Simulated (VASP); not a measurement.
Here is a VASP 6.6.1 calculation.

Contents of POSCAR:

```
Si3N4
1.0
    0.0000000000      3.8382500000      3.8382500000
    3.8382500000      0.0000000000      3.8382500000
    3.8382500000      3.8382500000      0.0000000000
Si N
6 8
Direct
    0.1250000000      0.1250000000      0.1250000000
    0.6250000000      0.1250000000      0.1250000000
    0.1250000000      0.1250000000      0.6250000000
    0.1250000000      0.6250000000      0.1250000000
    0.5000000000      0.5000000000      0.5000000000
    0.7500000000      0.7500000000      0.7500000000
    0.8822201174      0.8822201174      0.8822201174
    0.8966603523      0.3677798826      0.3677798826
    0.8822201174      0.8822201174      0.3533396477
    0.3677798826      0.8966603523      0.3677798826
    0.3533396477      0.8822201174      0.8822201174
    0.3677798826      0.3677798826      0.3677798826
    0.8822201174      0.3533396477      0.8822201174
    0.3677798826      0.3677798826      0.8966603523
```

Contents of INCAR.step1:

```
SYSTEM = Si3N4
ALGO = Normal ; EDIFF = 1E-4
ENCUT = 520 ; GGA = PE
ISMEAR = -1 ; LASPH = .True.
LCHARG = .False. ; LREAL = .False.
LWAVE = .True. ; NBANDS = 45
NELM = 100 ; PREC = Accurate
SIGMA = 0.02
```

Contents of INCAR.step2:

```
SYSTEM = Si3N4
ALGO = Normal ; EDIFF = 1E-8
ENCUT = 520 ; ISIF = 2
ISMEAR = -1 ; ISTART = 1
LASPH = .True. ; LCHARG = .False.
LEFG = .True. ; LMIXTAU = .True.
LREAL = .False. ; LWAVE = .False.
METAGGA = R2SCAN ; NBANDS = 45
NELM = 100 ; PREC = Accurate
SIGMA = 0.02
```

The input KPOINTS:

```
k-points
0
Gamma
  6 6 6
  0 0 0
```

Potentials or basis: VASP PAW PBE potentials, release 64 (Si, N).

Launch:

```bash
$ cat potpaw_PBE.64/Si/POTCAR potpaw_PBE.64/N/POTCAR > POTCAR
$ cp INCAR.step1 INCAR
$ mpirun -np 1 vasp_std > vasp.out
$ cp INCAR.step2 INCAR
$ mpirun -np 1 vasp_std > vasp.out
```

(1) Estimate the largest force.

(2) Predict the pressure.

(3) Estimate the band gap on the k mesh.

Answers

(1) 0.043 eV/Å.

(2) 7.1 GPa.

(3) 4.12 eV (least direct gap 4.14 eV).

Caveat: the cell stands under pressure; without QUAD_EFG the Cq values of the log hold for a quadrupole moment of 1 mb, not for the nuclei; the PAW data sets were made with another functional, which shifts forces and pressure a little.
